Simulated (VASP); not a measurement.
Input of a VASP 6.6.1 run:

Contents of INCAR:

```
SYSTEM = Al2Pt
ALGO     = Fast           ! electronic algorithm
EDIFF    = 1E-6           ! SCF threshold, eV
ENCUT    = 520            ! plane-wave cutoff, eV
ISIF     = 2              ! what is computed and relaxed
ISMEAR   = -1             ! smearing method
LASPH    = .True.         ! aspherical terms in the spheres
LCHARG   = .False.        ! write CHGCAR
LREAL    = .False.        ! projectors in reciprocal space
LWAVE    = .False.        ! write WAVECAR
NBANDS   = 15             ! bands
NELM     = 60             ! most SCF steps
PREC     = Accurate       ! precision mode
SIGMA    = 0.05           ! smearing width, eV
```

File KPOINTS:

```
k-points
0
Gamma
  8 8 8
  0 0 0
```

The input POSCAR:

```
Al2Pt
1.0
    0.0000000000      2.9938860383      2.9938860383
    2.9938860383      0.0000000000      2.9938860383
    2.9938860383      2.9938860383      0.0000000000
Pt Al
1 2
Direct
    0.0000000000      0.0000000000      0.0000000000
    0.7500000000      0.7500000000      0.7500000000
    0.2500000000      0.2500000000      0.2500000000
```

Potentials or basis: VASP PAW LDA potentials, release 64 (Pt, Al).

Launch:

```sh
$ cat potpaw_LDA.64/Pt/POTCAR potpaw_LDA.64/Al/POTCAR > POTCAR
$ mpirun -np 1 vasp_std > vasp.out
```

Q: What does it give for the pressure?

A: -8.1 GPa.

Q: Estimate the band gap on the k mesh.

A: Zero (band 8 reaches 11.05 eV, above the bottom of band 9 at 5.74 eV).

Caveat: spin-orbit coupling is left out, which moves the levels of the heavy elements.
